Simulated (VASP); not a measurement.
Crystal: FeRu.

```
Fe Ru
1.0
     2.64280    0.00000    0.00000
    -1.32140    2.28873    0.00000
     0.00000    0.00000    4.07023
Fe Ru
1 1
Direct
  0.00000 0.00000 0.50000
  0.66667 0.33333 0.00000
```

Base run:

```yaml
Program: VASP 6.6.1
Functional: LDA
Potentials_or_basis: VASP PAW LDA potentials, release 64 (Fe, Ru_pv)
Cutoff: 520 eV
k_mesh: 12 × 12 × 7
Occupations: fermi-dirac, width 0.05 eV
Spin: no spin polarisation
Hubbard_terms: Fe d U = 6.0 eV
```

Its results: band gap on the k mesh zero (bands 11 and 12 overlap by 1.74 eV); pressure -22.6 GPa.

Problem. The run is repeated on the same cell with these changes: hubbard terms from Fe d U = 6.0 eV to none; further incar settings from ALGO = Normal; EDIFF = 1e-06; NBANDS = 18 to ALGO = Normal; EDIFF = 1e-07; NBANDS = 18. What comes out?

Solution. Band gap on the k mesh zero (bands 11 and 12 overlap by 1.88 eV); pressure -19.8 GPa.

Caveats: the cell stands under tension; the run has no spin polarisation, though such a crystal can be magnetic; an empty level that is flat over the whole mesh can mark a ghost state of the potentials, or a narrow d or f band (at least some runs); U without spin polarisation on a metal has little footing (at least some runs); the U is typed as a test and isn't derived for this compound (at least some runs).
